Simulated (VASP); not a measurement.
Wanted: the native input for a VASP 6.6.1 run.

```yaml
Task: single point
Functional: PBEsol
Potentials_or_basis: VASP PAW PBE potentials, release 64 (Mg, S)
Cutoff: 600 eV
k_mesh: 6 × 4 × 6
Occupations: gaussian, width 0.02 eV
Spin: no spin polarisation
Dipole_correction: no
Further_INCAR_settings: ALGO = Normal; EDIFF = 1e-06; NBANDS = 16
```

The structure of MgS lies in POSCAR:

```
MgS
1.0
    3.9962472056      0.0000000000      0.0000000000
    0.0000000000      5.6515469706      0.0000000000
    0.0000000000      0.0000000000      3.9962472056
Mg S
2 2
Direct
    0.0000000000      0.0000000000      0.0000000000
    0.5000000000      0.5000000000      0.4999970000
    0.5000000000      0.2500000000      0.0000000000
    0.0000000000      0.7500000000      0.4999970000
```

These files were run (other wordings do the same):

INCAR

```
  PREC = Accurate
  ENCUT = 600
  EDIFF = 1E-6
  ISMEAR = 0
  SIGMA = 0.02
  LREAL = False
  LASPH = True
  NELM = 120
  ALGO = Normal
  ISIF = 2
  LWAVE = False
  LCHARG = False
  GGA = PS
  NBANDS = 16
  GGA_COMPAT = False
```

KPOINTS

```
regular mesh
0
Gamma
  6 4 6
```

Potentials or basis: VASP PAW PBE potentials, release 64 (Mg, S).

Run with:

```sh
$ cat potpaw_PBE.64/Mg/POTCAR potpaw_PBE.64/S/POTCAR > POTCAR
$ mpirun -np 1 vasp_std > vasp.out
```

Results of the run:

* Pressure: -0.1 GPa
* Band gap on the k mesh: 3.32 eV

Caveat: the PAW data sets were made with another functional, which shifts forces and pressure a little.

Run time: 29 s on 1 thread of Intel(R) Xeon(R) Platinum 8375C CPU @ 2.90GHz (Ice Lake) (shared host), peak memory 0.23 GiB.
